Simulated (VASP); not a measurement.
# InSe (C2/m) in VASP: notebook

InSe is run at these levels: PBEsol; tasks: electric field gradients.

Program: VASP 6.6.1. These are calculated values, not measurements. Logs are shortened: lines on timing, memory, paths and dates and some standing lists are left out, and cuts for length are marked.

**1. The cell of the first run**

Symmetry: C2/m, No. 12, monoclinic system. The conventional cell has a = 11.577 Å, b = 4.054 Å, c = 4.548 Å, α = 90.00°, β = 110.30°, γ = 90.00°. In (site symmetry m) has 5 Se at 2.55 to 3.46 Å and 1 In at 2.70 Å within 3.5 Å. Within 3.5 Å of Se (site symmetry m) lie 5 In at 2.55 to 3.46 Å and 3 Se at 3.46 to 3.47 Å.

**2. Electric field gradients, PBEsol (25.03 Å³/atom)**

INCAR reads:

```
ALGO = Normal
EDIFF = 1E-8
ENCUT = 520
GGA = PS
ISIF = 2
ISMEAR = -1
LASPH = T
LCHARG = F
LEFG = T
LREAL = F
LWAVE = F
NBANDS = 27
NELM = 100
PREC = Accurate
SIGMA = 0.02
```

KPOINTS reads:

```
k-points
0
Gamma
  7 7 6
```

POSCAR reads:

```
InSe
1.0
    5.7885969728     -2.0272263251      0.0000000000
    5.7885969728      2.0272263251      0.0000000000
   -1.5777993207      0.0000000000      4.2652214539
In Se
2 2
Direct
    0.8840000000      0.8840000000      0.0050000000
    0.1160000000      0.1160000000      0.9950000000
    0.6600000000      0.6600000000      0.6420000000
    0.3400000000      0.3400000000      0.3580000000
```

Potentials or basis: VASP PAW PBE potentials, release 64 (In_d, Se).

On the command line:

```sh
cat potpaw_PBE.64/In_d/POTCAR potpaw_PBE.64/Se/POTCAR > POTCAR
mpirun -np 1 vasp_std > vasp.out
```

OUTCAR:

```text
EDIFF = 1E-8
   ENCUT = 520
   GGA = PS
   ISIF = 2
   ISMEAR = -1
   LASPH = T
   LREAL = F
   NELM = 100
   PREC = Accurate

 ion  position               nearest neighbor table
   1  0.884  0.884  0.005-   3 2.55   2 2.70   4 2.74   4 2.74   2 3.69   2 3.69
   2  0.116  0.116  0.995-   4 2.55   1 2.70   3 2.74   3 2.74   1 3.69   1 3.69
   3  0.660  0.660  0.642-   1 2.55   2 2.74   2 2.74
   4  0.340  0.340  0.358-   2 2.55   1 2.74   1 2.74

  LATTYP: Found a base centered monoclinic cell.
 ALAT       =    11.5771939456
 B/A-ratio  =     0.3502103074
 C/A-ratio  =     0.3928152938
 COS(beta)  =    -0.3469445484

  Lattice vectors:

 A1 = (   5.7885969728,  -2.0272263251,   0.0000000000)
 A2 = (   5.7885969728,   2.0272263251,   0.0000000000)
 A3 = (  -1.5777993207,   0.0000000000,   4.2652214539)

Analysis of symmetry for initial positions (statically):
=====================================================================
 Subroutine PRICEL returns:
 Original cell was already a primitive cell.

 Routine SETGRP: Setting up the symmetry group for a
 base centered monoclinic supercell.

 Subroutine GETGRP returns: Found  4 space group operations
 (whereof  4 operations were pure point group operations)
 out of a pool of  4 trial point group operations.

The static configuration has the point symmetry C_2h.

Analysis of symmetry for dynamics (positions and initial velocities):
=====================================================================
 Subroutine PRICEL returns:
 Original cell was already a primitive cell.

 Routine SETGRP: Setting up the symmetry group for a
 base centered monoclinic supercell.

 Subroutine GETGRP returns: Found  4 space group operations
 (whereof  4 operations were pure point group operations)
 out of a pool of  4 trial point group operations.

The dynamic configuration has the point symmetry C_2h.

 Subroutine INISYM returns: Found  4 space group operations
 (whereof  4 operations are pure point group operations),
 and found     1 'primitive' translations

----------------------------------------------------------------------------------------

                                     Primitive cell

  volume of cell :     100.1030

  direct lattice vectors                    reciprocal lattice vectors
     5.788596973 -2.027226325  0.000000000     0.086376717 -0.246642417  0.031952649
     5.788596973  2.027226325  0.000000000     0.086376717  0.246642417  0.031952649
    -1.577799321  0.000000000  4.265221454     0.000000000  0.000000000  0.234454415

  length of vectors
     6.133310810  6.133310810  4.547698841     0.263276263  0.263276263  0.234454415

  position of ions in fractional coordinates (direct lattice)
     0.884000000  0.884000000  0.005000000
     0.116000000  0.116000000  0.995000000
     0.660000000  0.660000000  0.642000000
     0.340000000  0.340000000  0.358000000

  ion indices of the primitive-cell ions
   primitive index   ion index
                 1           1
                 2           2
                 3           3
                 4           4

----------------------------------------------------------------------------------------

 KPOINTS: k-points

Automatic generation of k-mesh.
 Grid dimensions read from file:
 generate k-points for:    7    7    6

 Generating k-lattice:

  Cartesian coordinates                     Fractional coordinates (reciprocal lattice)
     0.012339531 -0.035234631  0.004564664     0.142857143 -0.000000000  0.000000000
     0.012339531  0.035234631  0.004564664    -0.000000000  0.142857143  0.000000000
     0.000000000  0.000000000  0.039075736     0.000000000  0.000000000  0.166666667

  Length of vectors
     0.037610895  0.037610895  0.039075736

  Shift w.r.t. Gamma in fractional coordinates (k-lattice)
     0.000000000  0.000000000  0.000000000

 Subroutine IBZKPT returns following result:
 ===========================================

 Found     88 irreducible k-points:

 Following reciprocal coordinates:
            Coordinates               Weight
  0.000000  0.000000  0.000000      1.000000
  0.142857 -0.000000  0.000000      4.000000
  0.285714 -0.000000 -0.000000      4.000000
  0.428571 -0.000000  0.000000      4.000000
  0.142857  0.142857  0.000000      2.000000
  0.285714  0.142857  0.000000      4.000000
[... 16 lines left out ...]
 -0.142857  0.000000  0.166667      4.000000
  0.142857  0.142857  0.166667      2.000000
 [... further k-points ...]
   k-points           NKPTS =     88   k-points in BZ     NKDIM =     88   number of bands    NBANDS=     27
   number of dos      NEDOS =    301   number of ions     NIONS =      4
   total plane-waves  NPLWV =  82944
   dimension x,y,z NGX =    48 NGY =   48 NGZ =   36
   dimension x,y,z NGXF=    96 NGYF=   96 NGZF=   72
   ions per type =               2   2
   NGX,Y,Z   is equivalent  to a cutoff of  13.01, 13.01, 13.16 a.u.
   NGXF,Y,Z  is equivalent  to a cutoff of  26.02, 26.02, 26.32 a.u.
 SYSTEM =  unknown system
   PREC   = accura    normal or accurate (medium, high low for compatibility)
   ISTART =      0    job   : 0-new  1-cont  2-samecut
   ICHARG =      2    charge: 1-file 2-atom 10-const
   ISPIN  =      1    spin polarized calculation?
   LNONCOLLINEAR =      F non collinear calculations
   LSORBIT =      F    spin-orbit coupling
   LASPH  =      T    aspherical Exc in radial PAW
   ENCUT  =  520.0 eV  38.22 Ry    6.18 a.u.  11.40 11.40  8.46*2*pi/ulx,y,z
   NELM   =    100;   NELMIN=  2; NELMDL= -5     # of ELM steps
   EDIFF  = 0.1E-07   stopping-criterion for ELM
   LREAL  =      F    real-space projection
   EDIFFG = 0.1E-06   stopping-criterion for IOM
   NSW    =      0    number of steps for IOM
   IBRION =     -1    ionic relax: 0-MD 1-quasi-New 2-CG
   NFREE  =      0    steps in history (QN), initial steepest desc. (CG)
   ISIF   =      2    stress and relaxation
   ISYM   =      2    0-nonsym 1-usesym 2-fastsym
   POTIM  = 0.5000    time-step for ionic-motion
   TEBEG  =    0.0;   TEEND  =   0.0 temperature during run
   PSTRESS=    0.0 pullay stress
   NELECT =      38.0000    total number of electrons
   NUPDOWN=      -1.0000    fix difference up-down
   EMIN   =  10.00;   EMAX   =-10.00  energy-range for DOS
   EFERMI =   0.00;   METHOD = LEGACY
   ISMEAR =    -1;   SIGMA  =   0.02  broadening in eV -4-tet -1-fermi 0-gaus
   EFERMI_NEDOS =   21; number of points for ismear=-14 and -15
   IALGO  =     38    algorithm
   IMIX   =      4    mixing-type and parameters
     AMIX     =   0.40;   BMIX     =  1.00
     AMIX_MAG =   1.60;   BMIX_MAG =  1.00
  volume/ion in A,a.u.               =      25.03       168.88
  Fermi-wavevector in a.u.,A,eV,Ry     =   1.185369  2.240023 19.117549  1.405100
  Thomas-Fermi vector in A             =   2.321564
   LORBIT       =      0    0 simple, 1 ext, 2 COOP (PROOUT), +10 PAW based schemes
   GGA     = PS    functional components
   LHFCALC =     F    Hartree Fock is set to
   AEXX    =    0.0000 exact exchange contribution
   IVDW    =     0    specifies the selected vdW correction
   LEPSILON=     F    determine dielectric tensor
   LRPA    =     F    only Hartree local field effects (RPA)
 non-spin polarized calculation
  energy-cutoff  :      520.00
  volume of cell :      100.10
 maximum number of plane-waves:      2725
 NGX is ok and might be reduce to    48
   NGX = 23   NGY = 23   NGZ = 17

 number of electron      37.9999997 magnetization

 Free energy of the ion-electron system (eV)
  ---------------------------------------------------
  ext. energy  EPLUGINS =         0.00000000
  ---------------------------------------------------
  free energy    TOTEN  =       -15.42268169 eV

  energy without entropy =      -15.42268169  energy(sigma->0) =      -15.42268169

 E-fermi :   5.6939     XC(G=0):  -9.9525

 val. band max:        5.2553071474   @ k =  -0.2857  -0.2857   0.3333
 cond. band min:       6.2331528545   @ k =   0.4286   0.4286   0.0000
 fundamental gap:      0.9778457072
 Fermi energy:         5.6938680196

 k-point     1 :       0.0000    0.0000    0.0000
  band No.  band energies     occupation
      1      -9.5201      2.00000
      2      -9.4539      2.00000
      3      -9.1097      2.00000
      4      -9.0933      2.00000
      5      -9.0423      2.00000
      6      -9.0366      2.00000
[... 19 lines left out ...]
     26      12.3570      0.00000
     27      13.9700      0.00000

 k-point     2 :       0.1429   -0.0000    0.0000
  band No.  band energies     occupation
      1      -9.5180      2.00000
      2      -9.4470      2.00000
      3      -9.1676      2.00000
      4      -9.0880      2.00000
      5      -9.0596      2.00000
      6      -9.0315      2.00000
[... 19 lines left out ...]
     26      12.3620      0.00000
     27      13.8397      0.00000

 k-point     3 :       0.2857   -0.0000   -0.0000
  band No.  band energies     occupation
      1      -9.5124      2.00000
      2      -9.4419      2.00000
      3      -9.2211      2.00000
      4      -9.1233      2.00000
      5      -9.0572      2.00000
      6      -9.0436      2.00000
[... 19 lines left out ...]
     26      12.6440      0.00000
     27      13.3188      0.00000

 k-point     4 :       0.4286   -0.0000    0.0000
  band No.  band energies     occupation
      1      -9.5072      2.00000
      2      -9.4500      2.00000
      3      -9.2146      2.00000
      4      -9.1746      2.00000
      5      -9.0537      2.00000
      6      -9.0456      2.00000
[... 19 lines left out ...]
     26      12.9241      0.00000
     27      13.9057      0.00000
[... 516 lines left out ...]
      4      -9.1449      2.00000
      5      -9.0546      2.00000
      6      -9.0359      2.00000
[... 19 lines left out ...]
     26      12.6421      0.00000
     27      13.0200      0.00000

 k-point    23 :      -0.1429    0.0000    0.1667
  band No.  band energies     occupation
      1      -9.5257      2.00000
      2      -9.4479      2.00000
      3      -9.1694      2.00000
      4      -9.0941      2.00000
      5      -9.0655      2.00000
      6      -9.0279      2.00000
[... 19 lines left out ...]
     26      12.0145      0.00000
     27      13.6506      0.00000

 k-point    24 :       0.1429    0.1429    0.1667
  band No.  band energies     occupation
      1      -9.5489      2.00000
      2      -9.4186      2.00000
      3      -9.1363      2.00000
      4      -9.0831      2.00000
      5      -9.0439      2.00000
      6      -9.0368      2.00000
[... 19 lines left out ...]
     26      11.9564      0.00000
     27      12.8704      0.00000

 [... further k-points ...]

------------------------ aborting loop because EDIFF is reached ----------------------------------------

  FORCE on cell =-STRESS in cart. coord.  units (eV):
  Direction    XX          YY          ZZ          XY          YZ          ZX
  --------------------------------------------------------------------------------------
  -------------------------------------------------------------------------------------
  Total        3.3559670      0.4104249      1.0269877      0.0000000      0.0000000      1.7230056
  in kB       53.7132138      6.5689680     16.4372315      0.0000000      0.0000000     27.5771987
  external PRESSURE =      25.5731378 kB  Pullay stress =       0.0000000 kB

 VOLUME and BASIS-vectors are now :
 -----------------------------------------------------------------------------
  energy-cutoff  :      520.00
  volume of cell :      100.10
      direct lattice vectors                 reciprocal lattice vectors
     5.788596973 -2.027226325  0.000000000     0.086376717 -0.246642417  0.031952649
     5.788596973  2.027226325  0.000000000     0.086376717  0.246642417  0.031952649
    -1.577799321  0.000000000  4.265221454     0.000000000  0.000000000  0.234454415

 POSITION                                       TOTAL-FORCE (eV/Angst)
 -----------------------------------------------------------------------------------
     10.22635      0.00000      0.02133        -0.001393      0.000000      0.552200
     -0.22696      0.00000      4.24390         0.001393      0.000000     -0.552200
      6.62800      0.00000      2.73827        -0.828115      0.000000     -0.324001
      3.37139      0.00000      1.52695         0.828115      0.000000      0.324001
 -----------------------------------------------------------------------------------
    total drift:                               -0.000000     -0.000000      0.000000

  FREE ENERGIE OF THE ION-ELECTRON SYSTEM (eV)
  ---------------------------------------------------
  free  energy   TOTEN  =       -15.4226816887 eV

  energy  without entropy=      -15.4226816887  energy(sigma->0) =      -15.42268169

 Electric field gradients (V/A^2)
---------------------------------------------------------------------
 ion       V_xx      V_yy      V_zz      V_xy      V_xz      V_yz
---------------------------------------------------------------------
   1    -184.849   102.448    82.401     0.000   -46.851    -0.000
   2    -184.849   102.448    82.401    -0.000   -46.851     0.000
   3      67.639   -21.837   -45.802     0.000    15.109     0.000
   4      67.639   -21.837   -45.802     0.000    15.109     0.000
---------------------------------------------------------------------

 Electric field gradients after diagonalization (V/A^2)
 (convention: |V_zz| > |V_xx| > |V_yy|)
----------------------------------------------------------------------
 ion       V_xx      V_yy      V_zz     asymmetry (V_yy - V_xx)/ V_zz
----------------------------------------------------------------------
   1     102.448    90.376  -192.824       0.063
   2     102.448    90.376  -192.824       0.063
   3     -47.780   -21.837    69.616       0.373
   4     -47.780   -21.837    69.616       0.373
----------------------------------------------------------------------

           NMR quadrupolar parameters

 Cq : quadrupolar parameter    Cq=e*Q*V_zz/h
 eta: asymmetry parameters     (V_yy - V_xx)/ V_zz
 Q  : nuclear electric quadrupole moment in mb (millibarn)
----------------------------------------------------------------------
 ion       Cq(MHz)       eta       Q (mb)
----------------------------------------------------------------------
   1      -0.466       0.063       1.000
   2      -0.466       0.063       1.000
   3       0.168       0.373       1.000
   4       0.168       0.373       1.000
----------------------------------------------------------------------
```

It took 12 min on 1 thread of Intel Xeon 8259CL, shared host; peak memory 0.41 GiB.

What came out:

* Free energy: -15.4227 eV
* Pressure: 2.6 GPa
* Largest force: 0.889 eV/Å
* Band gap on the k mesh: 0.98 eV (least direct gap 1.32 eV)
* Largest electric field gradient by atom: In -192.8; Se +69.6 V/Å²

Forces on the atoms (eV/Å):
```
In  -0.001  0.000  0.552
In   0.001  0.000 -0.552
Se  -0.828  0.000 -0.324
Se   0.828  0.000  0.324
```

Electric field gradients, principal values (V/Å²):
```csv
atom,least,middle,greatest (by size)
1 In,90.376,102.448,-192.824
2 In,90.376,102.448,-192.824
3 Se,-21.837,-47.780,69.616
4 Se,-21.837,-47.780,69.616
```

Caveat: without QUAD_EFG the Cq values of the log hold for a quadrupole moment of 1 mb, not for the nuclei; the PAW data sets were made with another functional, which shifts forces and pressure a little; spin-orbit coupling is left out, which moves the levels of the heavy elements.

[end of part 1 of 2]
